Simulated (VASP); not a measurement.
Set up this calculation in VASP 6.6.1, as the native input.

```
Task                   : single point
Functional             : r2SCAN
Potentials or basis    : VASP PAW PBE potentials, release 64 (Si, Ge_d)
Cutoff                 : 520 eV
k mesh                 : 8 × 8 × 8
Occupations            : gaussian, width 0.05 eV
Spin                   : no spin polarisation
Dipole correction      : no
Further INCAR settings : ALGO = Normal; EDIFF = 1e-06; NBANDS = 16
```

SiGe:

```
Si Ge
1.0
     0.00000    3.18718    2.77146
     3.18718    0.00000    2.77146
     3.18718    3.18718    0.00000
Si Ge
1 1
Direct
  0.00000 0.00000 0.00000
  0.75000 0.75000 0.75000
```

This cell differs from its parent crystal: strain +0.1500 x Voigt [1, 1, 0, 0, 0, 0].

One way to write it, as run:

POSCAR

```
SiGe
1.0
    0.0000000000      3.1871814840      2.7714621600
    3.1871814840      0.0000000000      2.7714621600
    3.1871814840      3.1871814840      0.0000000000
Si Ge
1 1
Direct
    0.0000000000      0.0000000000      0.0000000000
    0.7500000000      0.7500000000      0.7500000000
```

INCAR.step1

```
  PREC = Accurate
  ENCUT = 520
  ISMEAR = 0
  SIGMA = 0.05
  LREAL = False
  LASPH = True
  NELM = 60
  NBANDS = 16
  GGA = PE
  ALGO = Normal
  EDIFF = 1E-4
  LWAVE = True
  LCHARG = False
```

INCAR.step2

```
  PREC = Accurate
  ENCUT = 520
  EDIFF = 1E-6
  ISMEAR = 0
  SIGMA = 0.05
  LREAL = False
  LASPH = True
  NELM = 60
  ALGO = Normal
  ISIF = 2
  LWAVE = False
  LCHARG = False
  METAGGA = R2SCAN
  LMIXTAU = True
  NBANDS = 16
  ISTART = 1
```

KPOINTS

```
Automatic mesh
0
Gamma
  8 8 8
```

Potentials or basis: VASP PAW PBE potentials, release 64 (Si, Ge_d).

Run with:

```sh
$ cat potpaw_PBE.64/Si/POTCAR potpaw_PBE.64/Ge_d/POTCAR > POTCAR
$ cp INCAR.step1 INCAR
$ mpirun -np 1 vasp_std > vasp.out
$ cp INCAR.step2 INCAR
$ mpirun -np 1 vasp_std > vasp.out
```

It gave:

```yaml
Pressure: -12.0 GPa
Band_gap_on_the_k_mesh: zero (bands 9 and 10 overlap by 0.01 eV)
```

Caveat: the cell differs from its parent crystal (strain +0.1500 x Voigt [1, 1, 0, 0, 0, 0]); the cell stands under tension; semilocal functionals underestimate gaps, so a narrow gap can read as zero; the PAW data sets were made with another functional, which shifts forces and pressure a little.

Run time: 72 s on 1 thread of Intel(R) Xeon(R) 6975P-C (Granite Rapids), with other jobs on the host, peak memory 0.22 GiB.
